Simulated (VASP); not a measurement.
Here is a VASP 6.6.1 calculation.

INCAR

```
PREC = Accurate
ENCUT = 520
EDIFF = 1E-6
ISMEAR = -1
SIGMA = 0.02
LREAL = False
LASPH = True
NELM = 100
ALGO = Normal
ISIF = 2
LWAVE = False
LCHARG = True
GGA = PS
LELF = True
LVHAR = True
NBANDS = 60
```

File KPOINTS:

```
regular mesh
0
Gamma
  4 6 6
```

Contents of POSCAR:

```
TiO2
1.0
    5.4953169324      0.0000000000      0.0000000000
    0.0000000000      4.5374888156      0.0000000000
    0.0000000000      0.0000000000      4.8789749353
Ti O
4 8
Direct
    0.0748807115      0.2500000000      0.2043333333
    0.4251192885      0.2500000000      0.7043333333
    0.5748807115      0.7500000000      0.2043333333
    0.9251192885      0.7500000000      0.7043333333
    0.3682122360      0.0215443678      0.3731380198
    0.1317877640      0.0215443678      0.8731380198
    0.6317877640      0.5215443678      0.5355286469
    0.8682122360      0.5215443678      1.0355286469
    0.3682122360      0.4784556322      1.0355286469
    0.1317877640      0.4784556322      0.5355286469
    0.8682122360      0.9784556322      0.3731380198
    0.6317877640      0.9784556322      0.8731380198
```

Potentials or basis: VASP PAW PBE potentials, release 64 (Ti_sv, O).

Run with:

```bash
$ cat potpaw_PBE.64/Ti_sv/POTCAR potpaw_PBE.64/O/POTCAR > POTCAR
$ mpirun -np 1 vasp_std > vasp.out
```

Task: Estimate the band gap on the k mesh.

Result: 2.64 eV, indirect (least direct gap 2.69 eV).

Task: Predict the largest force.

Result: 0.031 eV/Å.

Forces on the atoms (eV/Å):
```
Ti   0.031  0.000  0.000
Ti  -0.031  0.000  0.000
Ti   0.031  0.000  0.000
Ti  -0.031  0.000  0.000
O   -0.027  0.011  0.000
O    0.027  0.011  0.000
O    0.027  0.011  0.000
O   -0.027  0.011  0.000
O   -0.027 -0.011  0.000
O    0.027 -0.011  0.000
O   -0.027 -0.011  0.000
O    0.027 -0.011  0.000
```

Caveat: the PAW data sets were made with another functional, which shifts forces and pressure a little. A k mesh can miss the band edges.
